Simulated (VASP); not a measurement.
The system is Zr.

```xyz
2
Lattice="3.2320 0.0000 0.0000 -1.6160 2.7990 0.0000 0.0000 0.0000 5.1470" Properties=species:S:1:pos:R:3 pbc="T T T"
Zr    0.0000    1.8660    1.2868
Zr    1.6160    0.9330    3.8603
```

```yaml
Program: VASP 6.6.1
Task: relaxation of cell and atoms
Functional: LDA
Potentials_or_basis: VASP PAW LDA potentials, release 64 (Zr_sv)
Cutoff: 500 eV
k_mesh: 7 × 7 × 4
Occupations: fermi-dirac, width 0.1 eV
Spin: no spin polarisation
```

At the start: pressure -5.9 GPa; volume 23.28 Å³/atom.

**Question.** Where does the relaxation end?

**Answer.** Over 6 steps the energy falls by 27.8 meV/atom and the volume is 21.83 Å³/atom (-6.2 %); space group P6_3/mmc (No. 194, to 0.1 Å) before and after.

Step by step:
| step | energy change (eV) | largest force (eV/Å) | pressure (GPa) | volume (Å³) |
| --- | --- | --- | --- | --- |
| 1 | 0.0000 | 0.0000 | -5.89 | 46.56 |
| 2 | 0.0011 | 0.0000 | 7.03 | 41.03 |
| 3 | -0.0551 | 0.0000 | -0.07 | 43.72 |
| 4 | -0.0551 | 0.0000 | 0.06 | 43.67 |
| 5 | -0.0554 | 0.0000 | 0.05 | 43.66 |
| 6 | -0.0555 | 0.0000 | 0.05 | 43.65 |

Final structure:
```
Zr
1.0
     3.15507    0.00000    0.00000
    -1.57753    2.73237    0.00000
     0.00000    0.00000    5.06352
Zr
2
Direct
  0.33333 0.66667 0.25000
  0.66667 0.33333 0.75000
```
